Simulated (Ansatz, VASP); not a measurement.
# One calculation of Mg2GeN3, two programs

```
Mg Ge N
1.0
     2.62916   -4.55649    0.00195
     2.62916    4.55649    0.00195
    -1.77383    0.00000    5.03305
Mg Ge N
4 2 6
Cartesian
  -0.8869 0.0000 2.5165
  1.7422 1.4837 2.5185
  1.7422 -1.4837 2.5185
  2.6292 0.0000 0.0020
  2.6292 3.0354 0.0020
  2.6292 -3.0354 0.0020
  3.5530 1.6052 1.1606
  -0.0685 1.6052 3.8764
  -0.0685 -1.6052 3.8764
  3.5530 -1.6052 1.1606
  2.7110 0.0000 3.8651
  0.7735 0.0000 1.1719
```

Alike in both runs: functional PBE; k mesh 4 × 4 × 3; occupations gaussian, width 0.2 eV; no spin polarisation.

Ansatz relaxed the structure, and its values are those at the end. VASP's run is a single point on that final structure, the one shown.

|  | VASP | Ansatz |
| --- | --- | --- |
| version | VASP 6.6.1 | Ansatz 0.2.0 |
| potentials or method | VASP PAW PBE potentials, release 64 (Mg, Ge_d, N), cutoff 520 eV | scalar-relativistic, plane waves, PAW |
| valence electrons in the cell | 66 | 98 |

|  | VASP | Ansatz | Ansatz less VASP |
| --- | --- | --- | --- |
| gap on the k mesh at the Fermi level (eV) | none | none | - |
| pressure (GPa) | -0.9 | -0.5 | +0.32 |
| rms of the force components (eV/Å) | 0.024 | 0.018 | -0.0061 |

A gap of «none» marks a metal or a gap that the smearing closes. VASP's potentials hold 66 valence electrons a cell and Ansatz's 98, so a difference there can come from the potentials and not from the codes.

The k mesh is coarse, so the values compare programs but aren't converged.
